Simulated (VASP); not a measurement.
# RbBr (Fm-3m) in VASP: vibrations by perturbation theory with PBEsol

Aim: the vibrations by perturbation theory of RbBr with PBEsol.

Program: VASP 6.6.1. These are calculated values, not measurements. Logs are shortened: lines on timing, memory, paths and dates and some standing lists are left out, and cuts for length are marked.

### Step 1. The cell of the first run

Symmetry: Fm-3m, No. 225, cubic system. Conventional cell: a = 6.854 Å, b = 6.854 Å, c = 6.854 Å, α = 90.00°, β = 90.00°, γ = 90.00°. Within 4.5 Å of Rb (site symmetry m-3m) lie 6 Br at 3.43 Å. Within 4.5 Å of Br (site symmetry m-3m) lie 6 Rb at 3.43 Å.

### Step 2. Vibrations by perturbation theory, PBEsol

Contents of INCAR:

```
SYSTEM = RbBr
PREC = Accurate
ENCUT = 520
EDIFF = 1E-8
ISMEAR = 0
SIGMA = 0.01
LREAL = .False.
LASPH = .True.
NELM = 60
ALGO = Normal
ISIF = 2
LWAVE = .False.
LCHARG = .True.
GGA = PS
NBANDS = 15
IBRION = 8
NSW = 1
```

Contents of KPOINTS:

```
Automatic mesh
0
Gamma
  4 4 4
  0 0 0
```

Contents of POSCAR:

```
RbBr
1.0
    0.0000000000      3.4270000000      3.4270000000
    3.4270000000      0.0000000000      3.4270000000
    3.4270000000      3.4270000000      0.0000000000
Rb Br
1 1
Direct
    0.0000000000      0.0000000000      0.0000000000
    0.5000000000      0.5000000000      0.5000000000
```

Potentials or basis: VASP PAW PBE potentials, release 64 (Rb_sv, Br).

The run is started by

```bash
cat potpaw_PBE.64/Rb_sv/POTCAR potpaw_PBE.64/Br/POTCAR > POTCAR
mpirun -np 1 vasp_std > vasp.out
```

OUTCAR:

```text
SYSTEM = RbBr
   PREC = Accurate
   ENCUT = 520
   EDIFF = 1E-8
   ISMEAR = 0
   LREAL = .False.
   LASPH = .True.
   NELM = 60
   ISIF = 2
   GGA = PS
   IBRION = 8
   NSW = 1

 ion  position               nearest neighbor table
   1  0.000  0.000  0.000-   2 3.43   2 3.43   2 3.43   2 3.43   2 3.43   2 3.43
   2  0.500  0.500  0.500-   1 3.43   1 3.43   1 3.43   1 3.43   1 3.43   1 3.43

  LATTYP: Found a face centered cubic cell.
 ALAT       =     6.8540000000

  Lattice vectors:

 A1 = (   0.0000000000,   3.4270000000,   3.4270000000)
 A2 = (   3.4270000000,   0.0000000000,   3.4270000000)
 A3 = (   3.4270000000,   3.4270000000,   0.0000000000)

Analysis of symmetry for initial positions (statically):
=====================================================================
 Subroutine PRICEL returns:
 Original cell was already a primitive cell.

 Routine SETGRP: Setting up the symmetry group for a
 face centered cubic supercell.

 Subroutine GETGRP returns: Found 48 space group operations
 (whereof 48 operations were pure point group operations)
 out of a pool of 48 trial point group operations.

The static configuration has the point symmetry O_h .

Analysis of symmetry for dynamics (positions and initial velocities):
=====================================================================
 Subroutine PRICEL returns:
 Original cell was already a primitive cell.

 Routine SETGRP: Setting up the symmetry group for a
 face centered cubic supercell.

 Subroutine GETGRP returns: Found 48 space group operations
 (whereof 48 operations were pure point group operations)
 out of a pool of 48 trial point group operations.

The dynamic configuration has the point symmetry O_h .

 Subroutine INISYM returns: Found 48 space group operations
 (whereof 48 operations are pure point group operations),
 and found     1 'primitive' translations

----------------------------------------------------------------------------------------

                                     Primitive cell

  volume of cell :      80.4956

  direct lattice vectors                    reciprocal lattice vectors
     0.000000000  3.427000000  3.427000000    -0.145900204  0.145900204  0.145900204
     3.427000000  0.000000000  3.427000000     0.145900204 -0.145900204  0.145900204
     3.427000000  3.427000000  0.000000000     0.145900204  0.145900204 -0.145900204

  length of vectors
     4.846509878  4.846509878  4.846509878     0.252706567  0.252706567  0.252706567

  position of ions in fractional coordinates (direct lattice)
     0.000000000  0.000000000  0.000000000
     0.500000000  0.500000000  0.500000000

  ion indices of the primitive-cell ions
   primitive index   ion index
                 1           1
                 2           2

----------------------------------------------------------------------------------------

 KPOINTS: Automatic mesh

Automatic generation of k-mesh.
 Grid dimensions read from file:
 generate k-points for:    4    4    4

 Generating k-lattice:

  Cartesian coordinates                     Fractional coordinates (reciprocal lattice)
    -0.036475051  0.036475051  0.036475051     0.250000000  0.000000000  0.000000000
     0.036475051 -0.036475051  0.036475051     0.000000000  0.250000000  0.000000000
     0.036475051  0.036475051 -0.036475051     0.000000000  0.000000000  0.250000000

  Length of vectors
     0.063176642  0.063176642  0.063176642

  Shift w.r.t. Gamma in fractional coordinates (k-lattice)
     0.000000000  0.000000000  0.000000000

 Subroutine IBZKPT returns following result:
 ===========================================

 Found      8 irreducible k-points:

 Following reciprocal coordinates:
            Coordinates               Weight
  0.000000  0.000000  0.000000      1.000000
  0.250000  0.000000  0.000000      8.000000
  0.500000  0.000000  0.000000      4.000000
  0.250000  0.250000  0.000000      6.000000
  0.500000  0.250000  0.000000     24.000000
 -0.250000  0.250000  0.000000     12.000000
  0.500000  0.500000  0.000000      3.000000
 -0.250000  0.500000  0.250000      6.000000
   k-points           NKPTS =      8   k-points in BZ     NKDIM =      8   number of bands    NBANDS=     15
   number of dos      NEDOS =    301   number of ions     NIONS =      2
   total plane-waves  NPLWV =  46656
   dimension x,y,z NGX =    36 NGY =   36 NGZ =   36
   dimension x,y,z NGXF=    72 NGYF=   72 NGZF=   72
   ions per type =               1   1
   NGX,Y,Z   is equivalent  to a cutoff of  12.35, 12.35, 12.35 a.u.
   NGXF,Y,Z  is equivalent  to a cutoff of  24.70, 24.70, 24.70 a.u.
 SYSTEM =  RbBr
   PREC   = accura    normal or accurate (medium, high low for compatibility)
   ISTART =      0    job   : 0-new  1-cont  2-samecut
   ICHARG =      2    charge: 1-file 2-atom 10-const
   ISPIN  =      1    spin polarized calculation?
   LNONCOLLINEAR =      F non collinear calculations
   LSORBIT =      F    spin-orbit coupling
   LASPH  =      T    aspherical Exc in radial PAW
   ENCUT  =  520.0 eV  38.22 Ry    6.18 a.u.   9.01  9.01  9.01*2*pi/ulx,y,z
   NELM   =     60;   NELMIN=  2; NELMDL= -5     # of ELM steps
   EDIFF  = 0.1E-07   stopping-criterion for ELM
   LREAL  =      F    real-space projection
   EDIFFG = 0.1E-06   stopping-criterion for IOM
   NSW    =      1    number of steps for IOM
   IBRION =      8    ionic relax: 0-MD 1-quasi-New 2-CG
   NFREE  =      0    steps in history (QN), initial steepest desc. (CG)
   ISIF   =      2    stress and relaxation
   ISYM   =      2    0-nonsym 1-usesym 2-fastsym
   POTIM  = 0.5000    time-step for ionic-motion
   TEBEG  =    0.0;   TEEND  =   0.0 temperature during run
   PSTRESS=    0.0 pullay stress
   NELECT =      16.0000    total number of electrons
   NUPDOWN=      -1.0000    fix difference up-down
   EMIN   =  10.00;   EMAX   =-10.00  energy-range for DOS
   EFERMI =   0.00;   METHOD = LEGACY
   ISMEAR =     0;   SIGMA  =   0.01  broadening in eV -4-tet -1-fermi 0-gaus
   EFERMI_NEDOS =   21; number of points for ismear=-14 and -15
   IALGO  =     38    algorithm
   IMIX   =      4    mixing-type and parameters
     AMIX     =   0.40;   BMIX     =  1.00
     AMIX_MAG =   1.60;   BMIX_MAG =  1.00
  volume/ion in A,a.u.               =      40.25       271.61
  Fermi-wavevector in a.u.,A,eV,Ry     =   0.955412  1.805467 12.419564  0.912812
  Thomas-Fermi vector in A             =   2.084247
   LORBIT       =      0    0 simple, 1 ext, 2 COOP (PROOUT), +10 PAW based schemes
   GGA     = PS    functional components
   LHFCALC =     F    Hartree Fock is set to
   AEXX    =    0.0000 exact exchange contribution
   IVDW    =     0    specifies the selected vdW correction
   LEPSILON=     F    determine dielectric tensor
   LRPA    =     F    only Hartree local field effects (RPA)
 non-spin polarized calculation
 Gauss-broadening in eV      SIGMA  =   0.01
  energy-cutoff  :      520.00
  volume of cell :       80.50
 maximum number of plane-waves:      2200
   NGX = 17   NGY = 17   NGZ = 17

--------------------------------------- Ionic step        1  -------------------------------------------

 number of electron      15.9999999 magnetization

 Free energy of the ion-electron system (eV)
  ---------------------------------------------------
  ext. energy  EPLUGINS =         0.00000000
  ---------------------------------------------------
  free energy    TOTEN  =        -6.35511179 eV

  energy without entropy =       -6.35511179  energy(sigma->0) =       -6.35511179

 E-fermi :  -1.7684     XC(G=0):  -7.4050

 val. band max:       -1.8448899827   @ k =   0.0000   0.0000   0.0000
 cond. band min:       2.3668895028   @ k =   0.0000   0.0000   0.0000
 fundamental gap:      4.2117794855
 Fermi energy:        -1.7684194896

 k-point     1 :       0.0000    0.0000    0.0000
  band No.  band energies     occupation
      1     -26.2004      2.00000
      2     -14.0380      2.00000
      3     -10.2879      2.00000
      4     -10.2879      2.00000
      5     -10.2879      2.00000
      6      -1.8449      2.00000
      7      -1.8449      2.00000
      8      -1.8449      2.00000
      9       2.3669      0.00000
     10       5.3553      0.00000
     11       5.3553      0.00000
     12       5.3553      0.00000
     13       6.2463      0.00000
     14       6.2463      0.00000
[... 115 lines left out ...]
      4     -10.4195      2.00000
      5     -10.2700      2.00000
      6      -2.3508      2.00000
      7      -2.2025      2.00000
      8      -2.2025      2.00000
      9       5.1288      0.00000
     10       5.1288      0.00000
     11       6.3225      0.00000
     12       6.6772      0.00000
     13       9.0210      0.00000
     14       9.0464      0.00000
     15       9.0723      0.00000

------------------------ aborting loop because EDIFF is reached ----------------------------------------

  FORCE on cell =-STRESS in cart. coord.  units (eV):
  Direction    XX          YY          ZZ          XY          YZ          ZX
  --------------------------------------------------------------------------------------
  -------------------------------------------------------------------------------------
  Total       -0.0097083     -0.0097083     -0.0097083      0.0000000      0.0000000     -0.0000000
  in kB       -0.1932336     -0.1932336     -0.1932336      0.0000000      0.0000000     -0.0000000
  external PRESSURE =      -0.1932336 kB  Pullay stress =       0.0000000 kB

 VOLUME and BASIS-vectors are now :
 -----------------------------------------------------------------------------
  energy-cutoff  :      520.00
  volume of cell :       80.50
      direct lattice vectors                 reciprocal lattice vectors
     0.000000000  3.427000000  3.427000000    -0.145900204  0.145900204  0.145900204
     3.427000000  0.000000000  3.427000000     0.145900204 -0.145900204  0.145900204
     3.427000000  3.427000000  0.000000000     0.145900204  0.145900204 -0.145900204

 POSITION                                       TOTAL-FORCE (eV/Angst)
 -----------------------------------------------------------------------------------
      0.00000      0.00000      0.00000         0.000000     -0.000000      0.000000
      3.42700      3.42700      3.42700        -0.000000      0.000000     -0.000000
 -----------------------------------------------------------------------------------
    total drift:                                0.000000      0.000000      0.000000

  FREE ENERGIE OF THE ION-ELECTRON SYSTEM (eV)
  ---------------------------------------------------
  free  energy   TOTEN  =        -6.3551117934 eV

  energy  without entropy=       -6.3551117934  energy(sigma->0) =       -6.35511179

[... ionic steps 2 to 3 ...]

--------------------------------------- Ionic step        4  -------------------------------------------

------------------------ aborting loop because EDIFF is reached ----------------------------------------

[... ionic steps 5 to 6 ...]

--------------------------------------- Ionic step        7  -------------------------------------------

 Free energy of the ion-electron system (eV)
  ---------------------------------------------------
  ---------------------------------------------------
  free energy    TOTEN  =        -0.14645709 eV

  energy without entropy =       -0.14645709

------------------------ aborting loop because EDIFF is reached ----------------------------------------

 INTERNAL STRAIN TENSOR  FOR ION    2  DIRECTION 1   (eV/Angst):
 -----------------------------------------------------------------------------
    -0.00950  0.00000  0.00000
     0.00000  0.00137  0.00000
    -0.00000  0.00000  0.00137

 INTERNAL STRAIN TENSOR FOR ION    2 for displacements in x,y,z  (eV/Angst):
          X           Y           Z          XY          YZ          ZX
  --------------------------------------------------------------------------------
  x     0.00000     0.00000     0.00000     0.00000     0.00000     0.00000
  y     0.00000     0.00000     0.00000     0.00000     0.00000     0.00000
  z     0.00000     0.00000     0.00000     0.00000     0.00000     0.00000

 SECOND DERIVATIVES (NOT SYMMETRIZED)
 ------------------------------------
               1X          1Y          1Z          2X          2Y          2Z
  1X    -1.096641    0.000000    0.000000    1.096641    0.000000    0.000000
  1Y     0.000000   -1.096641    0.000000    0.000000    1.096641    0.000000
  1Z     0.000000    0.000000   -1.096641    0.000000    0.000000    1.096641
  2X     1.091010    0.000000    0.000000   -1.091010    0.000000    0.000000
  2Y     0.000000    1.091010    0.000000    0.000000   -1.091010    0.000000
  2Z     0.000000    0.000000    1.091010    0.000000    0.000000   -1.091010

 Eigenvectors and eigenvalues of the dynamical matrix
 ----------------------------------------------------

   1 f  =    2.544200 THz    15.985682 2PiTHz   84.865387 cm-1    10.521962 meV
             X         Y         Z           dx          dy          dz
      0.000000  0.000000  0.000000    -0.000000   -0.696034   -0.000000
      3.427000  3.427000  3.427000     0.000000    0.718009   -0.000000
[... 21 lines left out ...]
   6 f/i=    0.003273 THz     0.020564 2PiTHz    0.109173 cm-1     0.013536 meV
             X         Y         Z           dx          dy          dz
      0.000000  0.000000  0.000000     0.067762   -0.281747   -0.656935
      3.427000  3.427000  3.427000     0.065688   -0.273124   -0.636829

--------------------------------------------------------------------------------------------------------

 ELASTIC MODULI CONTR FROM IONIC RELAXATION (kBar)
 Direction    XX          YY          ZZ          XY          YZ          ZX
 --------------------------------------------------------------------------------
 XX           0.0000      0.0000      0.0000      0.0000      0.0000      0.0000
 YY           0.0000      0.0000      0.0000      0.0000      0.0000      0.0000
 ZZ           0.0000      0.0000      0.0000      0.0000      0.0000      0.0000
 XY           0.0000      0.0000      0.0000      0.0000      0.0000      0.0000
 YZ           0.0000      0.0000      0.0000      0.0000      0.0000      0.0000
 ZX           0.0000      0.0000      0.0000      0.0000      0.0000      0.0000
 --------------------------------------------------------------------------------
```

Wall time 74 s (1 thread of AMD EPYC 7R13 (Zen 3), shared host); peak memory 0.22 GiB.

What came out:

| Property | Result |
| --- | --- |
| Highest phonon frequency at Γ, LO-TO splitting left out | 85 cm⁻¹ |

Phonon frequencies in cm⁻¹ (negative: imaginary):
```
              q point     frequencies
(0.000, 0.000, 0.000)  0 0 0 85 85 85
```

Caveat: the k points lie up to 0.40 Å⁻¹ apart; the PAW data sets were made with another functional, which shifts forces and pressure a little.
